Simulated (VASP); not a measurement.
CdSe, 2 atoms in the cell. It takes space group I-4m2 (No. 119, tetragonal). Conventional cell: a = 4.338 Å, b = 4.338 Å, c = 6.277 Å, α = 90.00°, β = 90.00°, γ = 90.00°. Cd (site symmetry -4m2) has 4 Se at 2.68 Å within 3.5 Å. Within 3.5 Å of Se (site symmetry -4m2) lie 4 Cd at 2.68 Å.  This cell differs from its parent crystal: uniaxial z strain +2.3%.

```yaml
Program: VASP 6.6.1
Task: single point
Functional: r2SCAN
Potentials_or_basis: VASP PAW PBE potentials, release 64 (Cd, Se)
Cutoff: 520 eV
k_mesh: 8 × 8 × 8
Occupations: gaussian, width 0.01 eV
Spin: no spin polarisation
Dipole_correction: no
Further_INCAR_settings: ALGO = Normal; EDIFF = 1e-07; NBANDS = 16
```

Potentials or basis: VASP PAW PBE potentials, release 64 (Cd, Se).

Command:

```bash
$ cat potpaw_PBE.64/Cd/POTCAR potpaw_PBE.64/Se/POTCAR > POTCAR
$ cp INCAR.step1 INCAR
$ mpirun -np 1 vasp_std > vasp.out
$ cp INCAR.step2 INCAR
$ mpirun -np 1 vasp_std > vasp.out
```

Hardware: 1 thread of Intel(R) Xeon(R) Platinum 8375C CPU @ 2.90GHz (Ice Lake), with other jobs on the host.

Task: Estimate the wall time of this run.

Result: Wall time 2.9 min on 1 thread of Intel(R) Xeon(R) Platinum 8375C CPU @ 2.90GHz (Ice Lake), on a shared host, peak memory 0.24 GiB. Counts: k points 59.
